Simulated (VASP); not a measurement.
Here is a VASP 6.6.1 calculation.

The input POSCAR:

```
BaRe
1.0
    3.7045746453      0.0000000000      0.0000000000
    0.0000000000      3.7045746453      0.0000000000
    0.0000000000      0.0000000000      3.7045746453
Ba Re
1 1
Direct
    0.0000000000      0.0000000000      0.0000000000
    0.5000000000      0.5000000000      0.5000000000
```

The input INCAR.step1:

```
SYSTEM = BaRe
  PREC = Accurate
  ENCUT = 610
  ISMEAR = 0
  SIGMA = 0.05
  LREAL = .FALSE.
  LASPH = .TRUE.
  NELM = 120
  NBANDS = 20
  GGA = PE
  ALGO = Normal
  EDIFF = 1E-5
  LWAVE = .TRUE.
  LCHARG = .FALSE.
  GGA_COMPAT = .FALSE.
```

INCAR.step2

```
SYSTEM = BaRe
  PREC = Accurate
  ENCUT = 610
  EDIFF = 1E-6
  ISMEAR = 0
  SIGMA = 0.05
  LREAL = .FALSE.
  LASPH = .TRUE.
  NELM = 120
  ALGO = Normal
  ISIF = 2
  LWAVE = .FALSE.
  LCHARG = .TRUE.
  METAGGA = R2SCAN
  LMIXTAU = .TRUE.
  LELF = .TRUE.
  LVHAR = .TRUE.
  NBANDS = 20
  ISTART = 1
  GGA_COMPAT = .FALSE.
```

File KPOINTS:

```
Automatic mesh
0
G
  10 10 10
  0 0 0
```

Potentials or basis: VASP PAW PBE potentials, release 64 (Ba_sv, Re_sv_GW).

Run with:

```console
$ cat potpaw_PBE.64/Ba_sv/POTCAR potpaw_PBE.64/Re_sv_GW/POTCAR > POTCAR
$ cp INCAR.step1 INCAR
$ mpirun -np 1 vasp_std > vasp.out
$ cp INCAR.step2 INCAR
$ mpirun -np 1 vasp_std > vasp.out
```

(1) Predict the pressure.

(2) Estimate the band gap on the k mesh.

## Answers

(1) 1.7 GPa.

(2) zero (an odd number of electrons rules out a gap without spin polarisation).

Caveat: the PAW data sets were made with another functional, which shifts forces and pressure a little; spin-orbit coupling is left out, which moves the levels of the heavy elements.
